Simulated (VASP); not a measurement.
# Al2O3 (R-3c) in VASP: further runs

Al2O3 is run at these levels: PBE; tasks: single point.

Program: VASP 6.6.1. These are calculated values, not measurements. Logs are shortened: lines on timing, memory, paths and dates and some standing lists are left out, and cuts for length are marked.

### Step 1. The cell of the first run

Symmetry: R-3c, No. 167, trigonal system. Conventional cell: a = 4.929 Å, b = 4.929 Å, c = 12.795 Å, α = 90.00°, β = 90.00°, γ = 120.00°. Al (site symmetry 3) has 6 O at 1.90 to 2.00 Å within 2.5 Å. Within 2.5 Å of O (site symmetry 2) lie 4 Al at 1.90 to 2.00 Å.

### Step 2. Single point, PBE (strain +0.025 along x and y, -0.025 along z)

The input, INCAR:

```
SYSTEM = Al2O3
PREC = Accurate ; ENCUT = 520
EDIFF = 1E-6 ; ISMEAR = 0
SIGMA = 0.05 ; LREAL = .FALSE.
LASPH = .TRUE. ; NELM = 60
ALGO = Normal ; ISIF = 2
LWAVE = .FALSE. ; LCHARG = .FALSE.
GGA = PE ; NBANDS = 35
```

The input, KPOINTS:

```
regular mesh
0
G
  6 6 6
  0 0 0
```

The input, POSCAR:

```
Al2O3
1.0
    2.4644632860      1.4228585415      4.2651207610
   -2.4644632860      1.4228585415      4.2651207610
    0.0000000000     -2.8457170833      4.2651207609
Al O
4 6
Direct
    0.8521479318      0.8521479318      0.8521479318
    0.6478520682      0.6478520682      0.6478520682
    0.1478520682      0.1478520682      0.1478520682
    0.3521479318      0.3521479318      0.3521479318
    0.0561765927      0.4438234073      0.7500000000
    0.7500000000      0.0561765927      0.4438234073
    0.4438234073      0.7500000000      0.0561765927
    0.9438234073      0.5561765927      0.2500000000
    0.2500000000      0.9438234073      0.5561765927
    0.5561765927      0.2500000000      0.9438234073
```

Potentials or basis: VASP PAW PBE potentials, release 64 (Al, O).

On the command line:

```console
cat potpaw_PBE.64/Al/POTCAR potpaw_PBE.64/O/POTCAR > POTCAR
mpirun -np 1 vasp_std > vasp.out
```

OUTCAR:

```text
SYSTEM = Al2O3
   PREC = Accurate
   ENCUT = 520
   EDIFF = 1E-6
   ISMEAR = 0
   LREAL = .FALSE.
   LASPH = .TRUE.
   NELM = 60
   ISIF = 2
   GGA = PE

 ion  position               nearest neighbor table
   1  0.852  0.852  0.852-  10 1.90   8 1.90   9 1.90   5 2.00   7 2.00   6 2.00   2 2.61   3 2.89
                             3 2.89   3 2.89   2 3.29   2 3.29   2 3.29
   2  0.648  0.648  0.648-   9 1.90   8 1.90  10 1.90   5 2.00   6 2.00   7 2.00   1 2.61   4 2.89
                             4 2.89   4 2.89   1 3.29   1 3.29   1 3.29
   3  0.148  0.148  0.148-   7 1.90   5 1.90   6 1.90   8 2.00  10 2.00   9 2.00   4 2.61   1 2.89
                             1 2.89   1 2.89   4 3.29   4 3.29   4 3.29
   4  0.352  0.352  0.352-   6 1.90   5 1.90   7 1.90   8 2.00   9 2.00  10 2.00   3 2.61   2 2.89
                             2 2.89   2 2.89   3 3.29   3 3.29   3 3.29
   5  0.056  0.444  0.750-   3 1.90   4 1.90   1 2.00   2 2.00
   6  0.750  0.056  0.444-   4 1.90   3 1.90   2 2.00   1 2.00
   7  0.444  0.750  0.056-   3 1.90   4 1.90   1 2.00   2 2.00
   8  0.944  0.556  0.250-   1 1.90   2 1.90   3 2.00   4 2.00
   9  0.250  0.944  0.556-   2 1.90   1 1.90   4 2.00   3 2.00
  10  0.556  0.250  0.944-   1 1.90   2 1.90   3 2.00   4 2.00

  LATTYP: Found a trigonal (rhomboedric) cell.
 ALAT       =     5.1273151671
 COS(alpha) =     0.5379439364

  Lattice vectors:

 A1 = (   2.4644632860,   1.4228585415,   4.2651207610)
 A2 = (  -2.4644632860,   1.4228585415,   4.2651207610)
 A3 = (   0.0000000000,  -2.8457170833,   4.2651207609)

Analysis of symmetry for initial positions (statically):
=====================================================================
 Subroutine PRICEL returns:
 Original cell was already a primitive cell.

 Routine SETGRP: Setting up the symmetry group for a
 trigonal (rhombohedral) supercell.

 Subroutine GETGRP returns: Found 12 space group operations
 (whereof  6 operations were pure point group operations)
 out of a pool of 12 trial point group operations.

The static configuration has the point symmetry S_6 .
 The point group associated with its full space group is D_3d.

Analysis of symmetry for dynamics (positions and initial velocities):
=====================================================================
 Subroutine PRICEL returns:
 Original cell was already a primitive cell.

 Routine SETGRP: Setting up the symmetry group for a
 trigonal (rhombohedral) supercell.

 Subroutine GETGRP returns: Found 12 space group operations
 (whereof  6 operations were pure point group operations)
 out of a pool of 12 trial point group operations.

[... 129 lines left out ...]
   NUPDOWN=      -1.0000    fix difference up-down
   EMIN   =  10.00;   EMAX   =-10.00  energy-range for DOS
   EFERMI =   0.00;   METHOD = LEGACY
   ISMEAR =     0;   SIGMA  =   0.05  broadening in eV -4-tet -1-fermi 0-gaus
   EFERMI_NEDOS =   21; number of points for ismear=-14 and -15
   IALGO  =     38    algorithm
   IMIX   =      4    mixing-type and parameters
     AMIX     =   0.40;   BMIX     =  1.00
     AMIX_MAG =   1.60;   BMIX_MAG =  1.00
  volume/ion in A,a.u.               =       8.97        60.56
  Fermi-wavevector in a.u.,A,eV,Ry     =   1.328923  2.511300 24.028369  1.766035
  Thomas-Fermi vector in A             =   2.458124
   LORBIT       =      0    0 simple, 1 ext, 2 COOP (PROOUT), +10 PAW based schemes
   GGA     = PE    functional components
   LHFCALC =     F    Hartree Fock is set to
   AEXX    =    0.0000 exact exchange contribution
   IVDW    =     0    specifies the selected vdW correction
   LEPSILON=     F    determine dielectric tensor
   LRPA    =     F    only Hartree local field effects (RPA)
 non-spin polarized calculation
 Gauss-broadening in eV      SIGMA  =   0.05
  energy-cutoff  :      520.00
  volume of cell :       89.74
 maximum number of plane-waves:      2435
 NGX is ok and might be reduce to    40
   NGX = 19   NGY = 19   NGZ = 19

 number of electron      47.9999991 magnetization

 Free energy of the ion-electron system (eV)
  ---------------------------------------------------
  ext. energy  EPLUGINS =         0.00000000
  ---------------------------------------------------
  free energy    TOTEN  =       -74.59645232 eV

  energy without entropy =      -74.59645232  energy(sigma->0) =      -74.59645232

 E-fermi :   6.0785     XC(G=0): -11.4270

 val. band max:        5.8322853892   @ k =   0.0000   0.0000   0.0000
 cond. band min:      10.9922799662   @ k =   0.0000   0.0000   0.0000
 fundamental gap:      5.1599945769
 Fermi energy:         6.0785212459

 k-point     1 :       0.0000    0.0000    0.0000
  band No.  band energies     occupation
      1     -13.2770      2.00000
      2     -10.9509      2.00000
      3     -10.9461      2.00000
      4     -10.9461      2.00000
      5     -10.6143      2.00000
      6     -10.6143      2.00000
[... 901 lines left out ...]
     34      18.5024      0.00000
     35      18.5997      0.00000

 [... further k-points ...]

------------------------ aborting loop because EDIFF is reached ----------------------------------------

  FORCE on cell =-STRESS in cart. coord.  units (eV):
  Direction    XX          YY          ZZ          XY          YZ          ZX
  --------------------------------------------------------------------------------------
  -------------------------------------------------------------------------------------
  Total       -6.7822419     -6.7822419      3.8043592      0.0000000     -0.0000000      0.0000000
  in kB     -121.0924863   -121.0924863     67.9243408      0.0000000     -0.0000000      0.0000000
  external PRESSURE =     -58.0868773 kB  Pullay stress =       0.0000000 kB

 VOLUME and BASIS-vectors are now :
 -----------------------------------------------------------------------------
  energy-cutoff  :      520.00
  volume of cell :       89.74
      direct lattice vectors                 reciprocal lattice vectors
     2.464463286  1.422858541  4.265120761     0.202883931  0.117135092  0.078153317
    -2.464463286  1.422858541  4.265120761    -0.202883931  0.117135092  0.078153317
     0.000000000 -2.845717083  4.265120761     0.000000000 -0.234270185  0.078153317

 POSITION                                       TOTAL-FORCE (eV/Angst)
 -----------------------------------------------------------------------------------
      0.00000     -0.00000     10.90354        -0.000000     -0.000000      0.348042
      0.00000     -0.00000      8.28950        -0.000000      0.000000     -0.348042
      0.00000     -0.00000      1.89182        -0.000000      0.000000     -0.348042
      0.00000     -0.00000      4.50586        -0.000000     -0.000000      0.348042
     -0.95534     -1.42286      5.33140        -0.131778      0.000000     -0.000000
      1.70990     -0.11592      5.33140         0.065889     -0.114123     -0.000000
     -0.75456      1.53878      5.33140         0.065889      0.114123      0.000000
      0.95534      1.42286      7.46396         0.131778      0.000000     -0.000000
     -1.70990      0.11592      7.46396        -0.065889      0.114123      0.000000
      0.75456     -1.53878      7.46396        -0.065889     -0.114123     -0.000000
 -----------------------------------------------------------------------------------
    total drift:                               -0.000000     -0.000000      0.000000

  FREE ENERGIE OF THE ION-ELECTRON SYSTEM (eV)
  ---------------------------------------------------
  free  energy   TOTEN  =       -74.5964523188 eV

  energy  without entropy=      -74.5964523188  energy(sigma->0) =      -74.59645232
```

Run time: 59 s. Hardware: 1 thread of Intel Xeon 6975P-C (Granite Rapids), shared host; peak memory 0.27 GiB.

What came out:

- Free energy: -74.5965 eV
- Pressure: -5.8 GPa
- Largest force: 0.348 eV/Å
- Band gap on the k mesh: 5.16 eV

Forces on the atoms (eV/Å):
```
Al   0.000  0.000  0.348
Al   0.000  0.000 -0.348
Al   0.000  0.000 -0.348
Al   0.000  0.000  0.348
O   -0.132  0.000  0.000
O    0.066 -0.114  0.000
O    0.066  0.114  0.000
O    0.132  0.000  0.000
O   -0.066  0.114  0.000
O   -0.066 -0.114  0.000
```

Caveat: the cell differs from its parent crystal (strain +0.025 along x and y, -0.025 along z); the cell stands under tension.

### Step 3. Single point, PBE (strain +0.050 along x and y, -0.050 along z)

The input, INCAR:

```
PREC = Accurate
ENCUT = 520
EDIFF = 1E-6
ISMEAR = 0
SIGMA = 0.05
LREAL = False
LASPH = True
NELM = 100
ALGO = Normal
ISIF = 2
LWAVE = False
LCHARG = False
GGA = PE
NBANDS = 35
```

The input, KPOINTS:

```
regular mesh
0
Gamma
  6 6 6
```

Edit POSCAR of step 2 so:

```diff
@@ -2,5 +2,5 @@
 1.0
-    2.4644632860      1.4228585415      4.2651207610
-   -2.4644632860      1.4228585415      4.2651207610
-    0.0000000000     -2.8457170833      4.2651207609
+    2.5245721467      1.4575624084      4.1557586902
+   -2.5245721467      1.4575624084      4.1557586902
+    0.0000000000     -2.9151248170      4.1557586901
 Al O
```

Potentials or basis: VASP PAW PBE potentials, release 64 (Al, O).

On the command line:

```console
cat potpaw_PBE.64/Al/POTCAR potpaw_PBE.64/O/POTCAR > POTCAR
mpirun -np 1 vasp_std > vasp.out
```

Run time: 62 s. Hardware: 1 thread of Intel Xeon 6975P-C (Granite Rapids), shared host; peak memory 0.26 GiB.

Results (log left out):

```
Free energy            : -73.9774 eV
Pressure               : -10.2 GPa
Largest force          : 0.729 eV/Å
Band gap on the k mesh : 4.45 eV
```

Forces in eV/Å, atoms in the order of the input:
```
Al   0.000  0.000  0.729
Al   0.000  0.000 -0.729
Al   0.000  0.000 -0.729
Al   0.000  0.000  0.729
O   -0.262  0.000  0.000
O    0.131 -0.227  0.000
O    0.131  0.227  0.000
O    0.262  0.000  0.000
O   -0.131  0.227  0.000
O   -0.131 -0.227  0.000
```

Stress tensor (GPa, compression positive):
```
-22.16   0.00   0.00
  0.00 -22.16   0.00
  0.00   0.00  13.57
```

Levels at points of the mesh, in eV from the valence-band top:
| k point | band 21 | band 22 | band 23 | band 24 | band 25 | band 26 | band 27 | band 28 |
| --- | --- | --- | --- | --- | --- | --- | --- | --- |
| (0.00, 0.00, 0.00) | -0.82 | -0.79 | -0.79 | 0.00 | 4.45 | 7.36 | 9.42 | 9.46 |
| (0.50, 0.00, 0.00) | -1.15 | -1.15 | -0.54 | -0.54 | 7.69 | 7.69 | 8.36 | 8.36 |
| (0.50, 0.50, 0.00) | -1.43 | -1.41 | -0.88 | -0.50 | 7.84 | 8.09 | 8.17 | 9.09 |
| (0.50, 0.50, 0.50) | -1.10 | -1.10 | -1.10 | -1.10 | 6.91 | 6.91 | 9.87 | 9.87 |

Caveat: the cell differs from its parent crystal (strain +0.050 along x and y, -0.050 along z); the cell stands under tension.

### Step 4. Single point, PBE (strain +0.000 along x and y, +0.050 along z)

The input, INCAR:

```
PREC = Accurate ; ENCUT = 520
EDIFF = 1E-7 ; ISMEAR = 0
SIGMA = 0.05 ; LREAL = F
LASPH = T ; NELM = 80
ALGO = Normal ; ISIF = 2
LWAVE = F ; LCHARG = F
GGA = PE ; NBANDS = 35
```

The input, KPOINTS:

```
Automatic mesh
0
Gamma
  6 6 6
```

Edit POSCAR of step 3 so:

```diff
@@ -2,5 +2,5 @@
 1.0
-    2.5245721467      1.4575624084      4.1557586902
-   -2.5245721467      1.4575624084      4.1557586902
-    0.0000000000     -2.9151248170      4.1557586901
+    2.4043544254      1.3881546747      4.5932069734
+   -2.4043544254      1.3881546747      4.5932069734
+    0.0000000000     -2.7763093495      4.5932069733
 Al O
```

On the command line:

```console
cat potpaw_PBE.64/Al/POTCAR potpaw_PBE.64/O/POTCAR > POTCAR
mpirun -np 1 vasp_std > vasp.out
```

Wall time 69 s (1 thread of Intel Xeon 6975P-C (Granite Rapids), shared host); peak memory 0.26 GiB.

Results (log left out):

```
Free energy            : -74.5140 eV
Pressure               : -9.7 GPa
Largest force          : 0.174 eV/Å
Band gap on the k mesh : 5.11 eV
```

Forces on the atoms (eV/Å):
```
Al   0.000  0.000 -0.174
Al   0.000  0.000  0.174
Al   0.000  0.000  0.174
Al   0.000  0.000 -0.174
O    0.077  0.000  0.000
O   -0.039  0.067  0.000
O   -0.039 -0.067  0.000
O   -0.077  0.000  0.000
O    0.039 -0.067  0.000
O    0.039  0.067  0.000
```

Stress tensor (GPa, compression positive):
```
 -3.91   0.00   0.00
  0.00  -3.91   0.00
  0.00   0.00 -21.39
```

Levels at points of the mesh, in eV from the valence-band top:
| k point | band 20 | band 21 | band 22 | band 23 | band 24 | band 25 | band 26 | band 27 | band 28 | band 29 |
| --- | --- | --- | --- | --- | --- | --- | --- | --- | --- | --- |
| (0.00, 0.00, 0.00) | -0.44 | -0.44 | -0.41 | 0.00 | 0.00 | 5.11 | 8.77 | 9.48 | 10.17 | 10.17 |
| (0.50, 0.00, 0.00) | -1.30 | -0.91 | -0.91 | -0.40 | -0.40 | 8.24 | 8.24 | 8.76 | 8.76 | 11.20 |
| (0.50, 0.50, 0.00) | -1.30 | -0.96 | -0.90 | -0.84 | -0.37 | 8.41 | 8.91 | 9.48 | 9.55 | 10.08 |
| (0.50, 0.50, 0.50) | -2.00 | -0.27 | -0.27 | -0.27 | -0.27 | 7.83 | 7.83 | 10.15 | 10.15 | 11.67 |

Caveat: the cell differs from its parent crystal (strain +0.000 along x and y, +0.050 along z); the cell stands under tension.

### Step 5. Single point, PBE (strain +0.025 along x and y, +0.000 along z)

The input, INCAR:

```
SYSTEM = Al2O3
PREC = Accurate ; ENCUT = 520
EDIFF = 1E-7 ; ISMEAR = 0
SIGMA = 0.05 ; LREAL = .False.
LASPH = .True. ; NELM = 60
ALGO = Normal ; ISIF = 2
LWAVE = .False. ; LCHARG = .False.
GGA = PE ; NBANDS = 35
```

The input, KPOINTS:

```
Automatic mesh
0
Gamma
  6 6 6
  0 0 0
```

Edit POSCAR of step 4 so:

```diff
@@ -2,5 +2,5 @@
 1.0
-    2.4043544254      1.3881546747      4.5932069734
-   -2.4043544254      1.3881546747      4.5932069734
-    0.0000000000     -2.7763093495      4.5932069733
+    2.4644632860      1.4228585415      4.3744828318
+   -2.4644632860      1.4228585415      4.3744828318
+    0.0000000000     -2.8457170833      4.3744828317
 Al O
```

Potentials or basis: VASP PAW PBE potentials, release 64 (Al, O).

On the command line:

```console
cat potpaw_PBE.64/Al/POTCAR potpaw_PBE.64/O/POTCAR > POTCAR
mpirun -np 1 vasp_std > vasp.out
```

OUTCAR:

```text
SYSTEM = Al2O3
   PREC = Accurate
   ENCUT = 520
   EDIFF = 1E-7
   ISMEAR = 0
   LREAL = .False.
   LASPH = .True.
   NELM = 60
   ISIF = 2
   GGA = PE

 ion  position               nearest neighbor table
   1  0.852  0.852  0.852-  10 1.91   8 1.91   9 1.91   5 2.02   6 2.02   7 2.02   2 2.68   3 2.89
                             3 2.89   3 2.89   2 3.31   2 3.31   2 3.31
   2  0.648  0.648  0.648-   9 1.91   8 1.91  10 1.91   5 2.02   7 2.02   6 2.02   1 2.68   4 2.89
                             4 2.89   4 2.89   1 3.31   1 3.31   1 3.31
   3  0.148  0.148  0.148-   7 1.91   5 1.91   6 1.91   8 2.02   9 2.02  10 2.02   4 2.68   1 2.89
[... 1141 lines left out ...]
  external PRESSURE =    -106.8430247 kB  Pullay stress =       0.0000000 kB

 VOLUME and BASIS-vectors are now :
 -----------------------------------------------------------------------------
  energy-cutoff  :      520.00
  volume of cell :       92.04
      direct lattice vectors                 reciprocal lattice vectors
     2.464463286  1.422858541  4.374482832     0.202883931  0.117135092  0.076199484
    -2.464463286  1.422858541  4.374482832    -0.202883931  0.117135092  0.076199484
     0.000000000 -2.845717083  4.374482832     0.000000000 -0.234270185  0.076199484

 POSITION                                       TOTAL-FORCE (eV/Angst)
 -----------------------------------------------------------------------------------
      0.00000     -0.00000     11.18312        -0.000000     -0.000000      0.159237
      0.00000     -0.00000      8.50205        -0.000000      0.000000     -0.159237
      0.00000     -0.00000      1.94033        -0.000000      0.000000     -0.159237
      0.00000     -0.00000      4.62140        -0.000000     -0.000000      0.159237
     -0.95534     -1.42286      5.46810        -0.105795     -0.000000     -0.000000
      1.70990     -0.11592      5.46810         0.052898     -0.091622     -0.000000
     -0.75456      1.53878      5.46810         0.052898      0.091622      0.000000
      0.95534      1.42286      7.65534         0.105795     -0.000000     -0.000000
     -1.70990      0.11592      7.65534        -0.052898      0.091622      0.000000
      0.75456     -1.53878      7.65534        -0.052898     -0.091622     -0.000000
 -----------------------------------------------------------------------------------
    total drift:                               -0.000000     -0.000000     -0.000000

  FREE ENERGIE OF THE ION-ELECTRON SYSTEM (eV)
  ---------------------------------------------------
  free  energy   TOTEN  =       -74.6166950563 eV

  energy  without entropy=      -74.6166950563  energy(sigma->0) =      -74.61669506
```

Run time: 67 s. Hardware: 1 thread of Intel Xeon 6975P-C (Granite Rapids), shared host; peak memory 0.26 GiB.

What came out:

* Free energy: -74.6167 eV
* Pressure: -10.7 GPa
* Largest force: 0.159 eV/Å
* Band gap on the k mesh: 5.07 eV

Forces on the atoms (eV/Å):
```
Al   0.000  0.000  0.159
Al   0.000  0.000 -0.159
Al   0.000  0.000 -0.159
Al   0.000  0.000  0.159
O   -0.106  0.000  0.000
O    0.053 -0.092  0.000
O    0.053  0.092  0.000
O    0.106  0.000  0.000
O   -0.053  0.092  0.000
O   -0.053 -0.092  0.000
```

Stress tensor (GPa, compression positive):
```
-13.90   0.00   0.00
  0.00 -13.90   0.00
  0.00   0.00  -4.25
```

Caveat: the cell differs from its parent crystal (strain +0.025 along x and y, +0.000 along z); the cell stands under tension.

### Step 6. Overview

| cell | gap on the mesh (eV) | pressure (GPa) | largest force (eV/Å) |
| --- | --- | --- | --- |
| a = 5.127 Å, angles 57.5°, 10 atoms | 5.16 | -5.8 | 0.35 |
| a = 5.076 Å, angles 59.6°, 10 atoms | 4.45 | -10.2 | 0.73 |
| a = 5.367 Å, angles 53.2°, 10 atoms | 5.11 | -9.7 | 0.17 |
| a = 5.219 Å, angles 56.4°, 10 atoms | 5.07 | -10.7 | 0.16 |

Alike in all rows: task single point; level PBE; potentials or basis VASP PAW PBE potentials, release 64 (Al, O); no spin polarisation; k mesh 6 × 6 × 6; cutoff (eV) 520; smearing gaussian 0.05 eV.

Caveats: the cell stands under tension.

Total energies depend on the potentials used, so only differences within one code and one set of settings carry meaning.
